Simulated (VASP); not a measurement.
## WC (Qusongite): single point with PBE

The system is WC (Qusongite).

```
CELL_PARAMETERS angstrom
2.90650 0.00000 0.00000
-1.45325 2.51710 0.00000
0.00000 0.00000 2.83660
ATOMIC_POSITIONS crystal
W 0.00594 0.00668 0.01947
C 0.68209 0.32485 0.51994
```

| Quantity | Value |
| --- | --- |
| Program | VASP 6.6.1 |
| Task | single point |
| Functional | PBE |
| Potentials or basis | VASP PAW PBE potentials, release 64 (W_sv, C) |
| Cutoff | 520 eV |
| k mesh | 8 × 8 × 7 |
| Occupations | methfessel-paxton, width 0.1 eV |
| Spin | no spin polarisation |

The pressure is 7.3 GPa and the largest force is 1.034 eV/Å. The band gap on the k mesh is zero (band 9 reaches 11.55 eV, above the bottom of band 10 at 10.62 eV).

Forces on the atoms (eV/Å):
```
W    0.826 -0.622  0.019
C   -0.826  0.622 -0.019
```

Stress tensor (GPa, compression positive):
```
 9.11 -2.21  0.03
-2.21  5.96 -0.02
 0.03 -0.02  6.77
```

Levels at points of the mesh, in eV from the Fermi level:
```tsv
k point	band 7	band 8	band 9	band 10	band 11	band 12
(0.00, 0.00, 0.00)	-3.45	-3.26	0.01	3.15	3.26	5.08
(0.50, 0.00, 0.00)	-3.68	-3.60	-0.47	2.27	4.52	4.90
(0.00, 0.50, 0.00)	-3.67	-3.55	-0.50	2.26	4.54	4.92
(0.50, 0.50, 0.00)	-3.88	-3.61	-0.45	2.35	4.41	4.78
```

Run time: 39 s on 1 thread of AMD EPYC 9R45 96-Core Processor (Zen 5), with other jobs on the host, peak memory 0.16 GiB.

Caveat: spin-orbit coupling is left out, which moves the levels of the heavy elements; forces of over 1 eV/Å act on the atoms, so gaps and moduli don't describe the material at rest.
